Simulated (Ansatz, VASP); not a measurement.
One calculation of GaN, two programs

```
Ga N
1.0
     0.00000    2.06921    2.06921
     2.06921    0.00000    2.06921
     2.06921    2.06921    0.00000
Ga N
1 1
Direct
  0.50000 0.50000 0.50000
  0.00000 0.00000 0.00000
```

Alike in both runs: task single point; functional revPBE; dispersion D4; k mesh 10 × 10 × 10; occupations gaussian, width 0.05 eV; no spin polarisation.

|  | VASP | Ansatz |
| --- | --- | --- |
| version | VASP 6.6.1 | Ansatz 0.2.0 |
| potentials or method | VASP PAW PBE potentials, release 64 (Ga_d, N_h), cutoff 1330 eV | scalar-relativistic, plane waves, PAW |
| valence electrons in the cell | 18 | 18 |

VASP gave:

* gap on the k mesh at the Fermi level (eV): 1.10
* least direct gap on the mesh (eV): 3.58
* pressure (GPa): 11.4

Task: What did Ansatz give for the same quantities?

Result: gap on the k mesh at the Fermi level (eV): 1.11; least direct gap on the mesh (eV): 3.57; pressure (GPa): 10.6.

VASP's potentials were made for PBE, not for revPBE.
